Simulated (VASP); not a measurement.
# Na2C (Fmmm) in VASP: single point with PBE

Aim: the single point of Na2C with PBE.

Everything below comes from runs of VASP 6.6.1. Logs are shortened: lines on timing, memory, paths and dates and some standing lists are left out, and cuts for length are marked.

**1. The cell of the first run**

The structure is orthorhombic, space group Fmmm (No. 69). Conventional cell: a = 3.224 Å, b = 4.669 Å, c = 13.496 Å, α = 90.00°, β = 90.00°, γ = 90.00°. Within 3.6 Å of Na (site symmetry mm2) lie 10 Na at 2.73 to 3.22 Å and 4 C at 2.79 to 3.26 Å. C (site symmetry mmm) has 8 Na at 2.79 to 3.26 Å and 6 C at 2.84 to 3.22 Å within 3.7 Å.

**2. Single point, PBE**

Input file INCAR:

```
  ALGO = Normal
  EDIFF = 1E-7
  ENCUT = 520
  GGA = PE
  ISIF = 2
  ISMEAR = 0
  LASPH = True
  LCHARG = True
  LELF = True
  LREAL = False
  LVHAR = True
  LWAVE = False
  NBANDS = 16
  NELM = 100
  PREC = Accurate
  SIGMA = 0.1
```

Input file KPOINTS:

```
k-points
0
Gamma
  6 6 6
```

Input file POSCAR:

```
Na2C
1.0
    0.0000000000      2.3346827400      6.7479464300
    1.6121496200      0.0000000000      6.7479464300
    1.6121496200      2.3346827400      0.0000000000
Na C
2 1
Direct
    0.3314147900      0.3314147900      0.6685852100
    0.6685852100      0.6685852100      0.3314147900
    0.0000000000      0.0000000000      0.0000000000
```

Potentials or basis: VASP PAW PBE potentials, release 64 (Na_pv, C).

Run with:

```bash
$ cat potpaw_PBE.64/Na_pv/POTCAR potpaw_PBE.64/C/POTCAR > POTCAR
$ mpirun -np 1 vasp_std > vasp.out
```

OUTCAR:

```text
EDIFF = 1E-7
   ENCUT = 520
   GGA = PE
   ISIF = 2
   ISMEAR = 0
   LASPH = True
   LREAL = False
   NELM = 100
   PREC = Accurate

 ion  position               nearest neighbor table
   1  0.331  0.331  0.669-   2 2.73   2 2.73
   2  0.669  0.669  0.331-   1 2.73   1 2.73
   3  0.000  0.000  0.000-

  LATTYP: Found a face centered orthorhombic cell.
 ALAT       =     3.2242992400
 B/A-ratio  =     1.4481799400
 C/A-ratio  =     4.1856824865

  Lattice vectors:

 A1 = (   0.0000000000,   2.3346827400,   6.7479464300)
 A2 = (   1.6121496200,   0.0000000000,   6.7479464300)
 A3 = (   1.6121496200,   2.3346827400,   0.0000000000)

Analysis of symmetry for initial positions (statically):
=====================================================================
 Subroutine PRICEL returns:
 Original cell was already a primitive cell.

 Routine SETGRP: Setting up the symmetry group for a
 face centered orthorhombic supercell.

 Subroutine GETGRP returns: Found  8 space group operations
 (whereof  8 operations were pure point group operations)
 out of a pool of  8 trial point group operations.

The static configuration has the point symmetry D_2h.

Analysis of symmetry for dynamics (positions and initial velocities):
=====================================================================
 Subroutine PRICEL returns:
 Original cell was already a primitive cell.

 Routine SETGRP: Setting up the symmetry group for a
 face centered orthorhombic supercell.

 Subroutine GETGRP returns: Found  8 space group operations
 (whereof  8 operations were pure point group operations)
 out of a pool of  8 trial point group operations.

The dynamic configuration has the point symmetry D_2h.

 Subroutine INISYM returns: Found  8 space group operations
 (whereof  8 operations are pure point group operations),
 and found     1 'primitive' translations

----------------------------------------------------------------------------------------

                                     Primitive cell

  volume of cell :      50.7966

  direct lattice vectors                    reciprocal lattice vectors
     0.000000000  2.334682740  6.747946430    -0.310144911  0.214161861  0.074096617
     1.612149620  0.000000000  6.747946430     0.310144911 -0.214161861  0.074096617
     1.612149620  2.334682740  0.000000000     0.310144911  0.214161861 -0.074096617

  length of vectors
     7.140414870  6.937853228  2.837211641     0.384116489  0.384116489  0.384116489

  position of ions in fractional coordinates (direct lattice)
     0.331414790  0.331414790  0.668585210
     0.668585210  0.668585210  0.331414790
     0.000000000  0.000000000  0.000000000

  ion indices of the primitive-cell ions
   primitive index   ion index
                 1           1
                 2           2
                 3           3

----------------------------------------------------------------------------------------

 KPOINTS: k-points

Automatic generation of k-mesh.
 Grid dimensions read from file:
 generate k-points for:    6    6    6

 Generating k-lattice:

  Cartesian coordinates                     Fractional coordinates (reciprocal lattice)
    -0.051690818  0.035693643  0.012349436     0.166666667  0.000000000 -0.000000000
     0.051690818 -0.035693643  0.012349436     0.000000000  0.166666667  0.000000000
     0.051690818  0.035693643 -0.012349436    -0.000000000  0.000000000  0.166666667

  Length of vectors
     0.064019415  0.064019415  0.064019415

  Shift w.r.t. Gamma in fractional coordinates (k-lattice)
     0.000000000  0.000000000  0.000000000

 Subroutine IBZKPT returns following result:
 ===========================================

 Found     46 irreducible k-points:

 Following reciprocal coordinates:
            Coordinates               Weight
  0.000000  0.000000  0.000000      1.000000
  0.166667  0.000000  0.000000      8.000000
  0.333333  0.000000  0.000000      8.000000
  0.500000 -0.000000  0.000000      4.000000
  0.166667  0.166667  0.000000      2.000000
  0.333333  0.166667  0.000000      8.000000
[... 16 lines left out ...]
 -0.166667  0.166667  0.166667      8.000000
  0.500000  0.333333  0.166667      4.000000
 [... further k-points ...]
   k-points           NKPTS =     46   k-points in BZ     NKDIM =     46   number of bands    NBANDS=     16
   number of dos      NEDOS =    301   number of ions     NIONS =      3
   total plane-waves  NPLWV =  69984
   dimension x,y,z NGX =    54 NGY =   54 NGZ =   24
   dimension x,y,z NGXF=   108 NGYF=  108 NGZF=   48
   ions per type =               2   1
   NGX,Y,Z   is equivalent  to a cutoff of  12.57, 12.94, 14.06 a.u.
   NGXF,Y,Z  is equivalent  to a cutoff of  25.14, 25.88, 28.13 a.u.
 SYSTEM =  unknown system
   PREC   = accura    normal or accurate (medium, high low for compatibility)
   ISTART =      0    job   : 0-new  1-cont  2-samecut
   ICHARG =      2    charge: 1-file 2-atom 10-const
   ISPIN  =      1    spin polarized calculation?
   LNONCOLLINEAR =      F non collinear calculations
   LSORBIT =      F    spin-orbit coupling
   LASPH  =      T    aspherical Exc in radial PAW
   ENCUT  =  520.0 eV  38.22 Ry    6.18 a.u.  13.28 12.90  5.28*2*pi/ulx,y,z
   NELM   =    100;   NELMIN=  2; NELMDL= -5     # of ELM steps
   EDIFF  = 0.1E-06   stopping-criterion for ELM
   LREAL  =      F    real-space projection
   EDIFFG = 0.1E-05   stopping-criterion for IOM
   NSW    =      0    number of steps for IOM
   IBRION =     -1    ionic relax: 0-MD 1-quasi-New 2-CG
   NFREE  =      0    steps in history (QN), initial steepest desc. (CG)
   ISIF   =      2    stress and relaxation
   ISYM   =      2    0-nonsym 1-usesym 2-fastsym
   POTIM  = 0.5000    time-step for ionic-motion
   TEBEG  =    0.0;   TEEND  =   0.0 temperature during run
   PSTRESS=    0.0 pullay stress
   NELECT =      18.0000    total number of electrons
   NUPDOWN=      -1.0000    fix difference up-down
   EMIN   =  10.00;   EMAX   =-10.00  energy-range for DOS
   EFERMI =   0.00;   METHOD = LEGACY
   ISMEAR =     0;   SIGMA  =   0.10  broadening in eV -4-tet -1-fermi 0-gaus
   EFERMI_NEDOS =   21; number of points for ismear=-14 and -15
   IALGO  =     38    algorithm
   IMIX   =      4    mixing-type and parameters
     AMIX     =   0.40;   BMIX     =  1.00
     AMIX_MAG =   1.60;   BMIX_MAG =  1.00
  volume/ion in A,a.u.               =      16.93       114.26
  Fermi-wavevector in a.u.,A,eV,Ry     =   1.158477  2.189204 18.259954  1.342069
  Thomas-Fermi vector in A             =   2.295079
   LORBIT       =      0    0 simple, 1 ext, 2 COOP (PROOUT), +10 PAW based schemes
   GGA     = PE    functional components
   LHFCALC =     F    Hartree Fock is set to
   AEXX    =    0.0000 exact exchange contribution
   IVDW    =     0    specifies the selected vdW correction
   LEPSILON=     F    determine dielectric tensor
   LRPA    =     F    only Hartree local field effects (RPA)
 non-spin polarized calculation
 Gauss-broadening in eV      SIGMA  =   0.10
  energy-cutoff  :      520.00
  volume of cell :       50.80
 maximum number of plane-waves:      1380
 NGX is ok and might be reduce to    54
   NGX = 27   NGY = 25   NGZ = 11

 number of electron      18.0000010 magnetization

 Free energy of the ion-electron system (eV)
  ---------------------------------------------------
  ext. energy  EPLUGINS =         0.00000000
  ---------------------------------------------------
  free energy    TOTEN  =        -5.92350775 eV

  energy without entropy =       -5.91593222  energy(sigma->0) =       -5.91971998

 E-fermi :   2.1343     XC(G=0):  -8.8639

 val. band max:        2.0821662130   @ k =   0.3333   0.0000   0.1667
 cond. band min:       2.1622535533   @ k =   0.5000   0.1667   0.1667
 fundamental gap:      0.0800873403
 Fermi energy:         2.1343212797

 k-point     1 :       0.0000    0.0000    0.0000
  band No.  band energies     occupation
      1     -22.5999      2.00000
      2     -22.4410      2.00000
      3     -22.3705      2.00000
      4     -22.3700      2.00000
      5     -22.3572      2.00000
      6     -22.3382      2.00000
[... 8 lines left out ...]
     15      14.9202      0.00000
     16      15.3573      0.00000

 k-point     2 :       0.1667    0.0000    0.0000
  band No.  band energies     occupation
      1     -22.5893      2.00000
      2     -22.5000      2.00000
      3     -22.4246      2.00000
      4     -22.3942      2.00000
      5     -22.3662      2.00000
      6     -22.3296      2.00000
[... 8 lines left out ...]
     15      14.5187      0.00000
     16      15.0651      0.00000

 k-point     3 :       0.3333    0.0000    0.0000
  band No.  band energies     occupation
      1     -22.6356      2.00000
      2     -22.6282      2.00000
      3     -22.4673      2.00000
      4     -22.4187      2.00000
      5     -22.3697      2.00000
      6     -22.3333      2.00000
[... 8 lines left out ...]
     15      11.6425      0.00000
     16      13.9505      0.00000

 k-point     4 :       0.5000   -0.0000    0.0000
  band No.  band energies     occupation
      1     -22.6925      2.00000
      2     -22.6923      2.00000
      3     -22.4401      2.00000
      4     -22.4396      2.00000
      5     -22.3554      2.00000
      6     -22.3549      2.00000
[... 8 lines left out ...]
     15      11.0295      0.00000
     16      13.4837      0.00000

 k-point     5 :       0.1667    0.1667    0.0000
  band No.  band energies     occupation
      1     -22.5993      2.00000
      2     -22.4411      2.00000
      3     -22.3705      2.00000
      4     -22.3700      2.00000
      5     -22.3572      2.00000
      6     -22.3389      2.00000
[... 8 lines left out ...]
     15      15.3085      0.00000
     16      15.6580      0.00000

 k-point     6 :       0.3333    0.1667    0.0000
  band No.  band energies     occupation
      1     -22.5886      2.00000
      2     -22.5002      2.00000
      3     -22.4244      2.00000
      4     -22.3943      2.00000
      5     -22.3661      2.00000
      6     -22.3304      2.00000
[... 8 lines left out ...]
     15      14.1162      0.00000
     16      15.0365      0.00000

 k-point     7 :       0.5000    0.1667    0.0000
  band No.  band energies     occupation
      1     -22.6354      2.00000
      2     -22.6285      2.00000
      3     -22.4667      2.00000
      4     -22.4188      2.00000
      5     -22.3695      2.00000
      6     -22.3339      2.00000
[... 8 lines left out ...]
     15      11.8238      0.00000
     16      14.4092      0.00000

 k-point     8 :      -0.3333    0.1667   -0.0000
  band No.  band energies     occupation
      1     -22.6926      2.00000
      2     -22.6922      2.00000
      3     -22.4401      2.00000
      4     -22.4396      2.00000
      5     -22.3555      2.00000
      6     -22.3548      2.00000
[... 8 lines left out ...]
     15      11.6987      0.00000
     16      12.8300      0.00000

 k-point     9 :      -0.1667    0.1667   -0.0000
  band No.  band energies     occupation
      1     -22.6357      2.00000
      2     -22.6280      2.00000
      3     -22.4676      2.00000
      4     -22.4187      2.00000
      5     -22.3698      2.00000
      6     -22.3330      2.00000
[... 8 lines left out ...]
     15      12.0940      0.00000
     16      13.2857      0.00000
[... 172 lines left out ...]
 k-point    19 :       0.0000    0.1667    0.1667
  band No.  band energies     occupation
      1     -22.5911      2.00000
      2     -22.5478      2.00000
      3     -22.4529      2.00000
      4     -22.4301      2.00000
      5     -22.4086      2.00000
      6     -22.3323      2.00000
[... 8 lines left out ...]
     15      11.9267      0.00000
     16      13.5232      0.00000

 k-point    20 :       0.3333    0.1667    0.1667
  band No.  band energies     occupation
      1     -22.5799      2.00000
      2     -22.4722      2.00000
      3     -22.4560      2.00000
      4     -22.4416      2.00000
      5     -22.3839      2.00000
      6     -22.3293      2.00000
[... 8 lines left out ...]
     15      13.8733      0.00000
     16      14.7928      0.00000

 k-point    21 :       0.5000    0.1667    0.1667
  band No.  band energies     occupation
      1     -22.6121      2.00000
      2     -22.5872      2.00000
      3     -22.5030      2.00000
      4     -22.4485      2.00000
      5     -22.3994      2.00000
      6     -22.3275      2.00000
[... 8 lines left out ...]
     15      12.0488      0.00000
     16      14.3459      0.00000

 k-point    22 :      -0.3333    0.1667    0.1667
  band No.  band energies     occupation
      1     -22.6751      2.00000
      2     -22.6677      2.00000
      3     -22.4915      2.00000
      4     -22.4640      2.00000
      5     -22.3912      2.00000
      6     -22.3429      2.00000
[... 8 lines left out ...]
     15      11.3169      0.00000
     16      12.3242      0.00000

 k-point    23 :      -0.1667    0.1667    0.1667
  band No.  band energies     occupation
      1     -22.6393      2.00000
      2     -22.6312      2.00000
      3     -22.4956      2.00000
      4     -22.4737      2.00000
      5     -22.3797      2.00000
      6     -22.3567      2.00000
[... 8 lines left out ...]
     15      11.0300      0.00000
     16      11.6467      0.00000

 k-point    24 :       0.5000    0.3333    0.1667
  band No.  band energies     occupation
      1     -22.5790      2.00000
      2     -22.4723      2.00000
      3     -22.4558      2.00000
      4     -22.4418      2.00000
      5     -22.3838      2.00000
      6     -22.3303      2.00000
[... 8 lines left out ...]
     15      13.8967      0.00000
     16      14.9975      0.00000

 [... further k-points ...]
[... 5 lines left out ...]
  --------------------------------------------------------------------------------------
  -------------------------------------------------------------------------------------
  Total        2.3784364      1.3154269     -0.2291020     -0.0000000      0.0000000      0.0000000
  in kB       75.0183110     41.4899069     -7.2261118     -0.0000000      0.0000000      0.0000000
  external PRESSURE =      36.4273687 kB  Pullay stress =       0.0000000 kB

 VOLUME and BASIS-vectors are now :
 -----------------------------------------------------------------------------
  energy-cutoff  :      520.00
  volume of cell :       50.80
      direct lattice vectors                 reciprocal lattice vectors
     0.000000000  2.334682740  6.747946430    -0.310144911  0.214161861  0.074096617
     1.612149620  0.000000000  6.747946430     0.310144911 -0.214161861  0.074096617
     1.612149620  2.334682740  0.000000000     0.310144911  0.214161861 -0.074096617

 POSITION                                       TOTAL-FORCE (eV/Angst)
 -----------------------------------------------------------------------------------
      1.61215      2.33468      4.47274         0.000000      0.000000      2.295523
      1.61215      2.33468      9.02315         0.000000      0.000000     -2.295523
      0.00000      0.00000      0.00000         0.000000      0.000000      0.000000
 -----------------------------------------------------------------------------------
    total drift:                                0.000000      0.000000      0.000000

  FREE ENERGIE OF THE ION-ELECTRON SYSTEM (eV)
  ---------------------------------------------------
  free  energy   TOTEN  =        -5.9235077459 eV

  energy  without entropy=       -5.9159322230  energy(sigma->0) =       -5.91971998
```

Run time: 1.7 min. Hardware: 1 thread of Intel Xeon Platinum 8375C at 2.90GHz (Ice Lake), shared host; peak memory 0.23 GiB.

What came out:

* Free energy: -5.9235 eV
* Pressure: 3.6 GPa
* Largest force: 2.296 eV/Å
* Band gap on the k mesh: zero (band 9 reaches 2.62 eV, above the bottom of band 10 at 1.47 eV)

Forces on the atoms (eV/Å):
```
Na   0.000  0.000  2.296
Na   0.000  0.000 -2.296
C    0.000  0.000  0.000
```

Caveat: the k points lie up to 0.40 Å⁻¹ apart; forces of over 1 eV/Å act on the atoms, so gaps and moduli don't describe the material at rest.
